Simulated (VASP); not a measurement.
Wanted: the native input for a VASP 6.6.1 run.

```yaml
Task: single point
Functional: PBE
Potentials_or_basis: VASP PAW PBE potentials, release 64 (As, B)
Cutoff: 520 eV
k_mesh: 1 × 1 × 1, shifted
Occupations: fermi-dirac, width 0.3447 eV
Spin: no spin polarisation
Dipole_correction: no
Further_INCAR_settings: LREAL = Auto; ALGO = Normal; EDIFF = 1e-06; NBANDS = 60; ISYM = 0
```

The structure of B15As8 lies in POSCAR:

```
B15As8
1.0
    6.7523970000     -0.0821590000     -0.0565340000
   -0.0821590000      6.5439730000      0.0455560000
   -0.0565340000      0.0455560000      7.1307640000
As B
8 15
Direct
    0.7089660915      0.8378580959      0.7130386345
    0.2665622467      0.6819915010      0.3090595938
    0.5914810125      1.0164754401      0.9891924950
    0.0106703660     -0.1607332881      0.5206112002
    0.0222009906      0.2743702582      0.6992591396
    0.1575618352      0.0762587938      0.1869267522
    0.4043188590      0.2864420910      0.6782229234
    0.6227546997      0.5354170065      0.5327173017
    0.5479698861      0.5569884868      0.9737255029
    0.8902469787      1.2230591703      0.0500178577
    0.5798320860      0.8664805160      0.2734507608
    0.7715333490      0.6999043344      1.3592357038
    0.0241080484      0.9275363326      0.9606193781
    0.0868080617      0.6566621605      1.0571300222
    0.9367752785      0.4892708532      0.1545189871
    0.4648252145      0.3430151080      0.2478261842
    0.7477458168      0.5604745624      0.7913040009
    0.6725975124      0.3470137777      0.1260678474
    0.3218587188      0.6339664598      0.9639826791
    1.0593775640      0.1677738680     -0.0683172596
    0.1174575239      0.7571275214      0.8228144477
    0.2426353890      0.3503245034      0.3840018778
   -0.0046664061      0.5277048450      0.3839967313
```

One way to write it, as run:

INCAR

```
SYSTEM = B15As8
PREC = Accurate ; ENCUT = 520
EDIFF = 1E-6 ; ISMEAR = -1
SIGMA = 0.3447 ; LREAL = Auto
LASPH = .True. ; NELM = 80
ALGO = Normal ; ISIF = 2
LWAVE = .False. ; LCHARG = .False.
GGA = PE ; ISYM = 0
NBANDS = 60
```

KPOINTS

```
Automatic mesh
0
Gamma
  1 1 1
  0.25 0.25 0.25
```

Potentials or basis: VASP PAW PBE potentials, release 64 (As, B).

Run with:

```bash
$ cat potpaw_PBE.64/As/POTCAR potpaw_PBE.64/B/POTCAR > POTCAR
$ mpirun -np 1 vasp_std > vasp.out
```

Results of the run:

```yaml
Pressure: 3.2 GPa
Largest_force: 5.557 eV/Å
```

Caveat: the k points lie up to 0.96 Å⁻¹ apart.

It took 82 s on 1 thread of AMD EPYC 7R13 Processor (Zen 3) (shared host), peak memory 0.29 GiB.
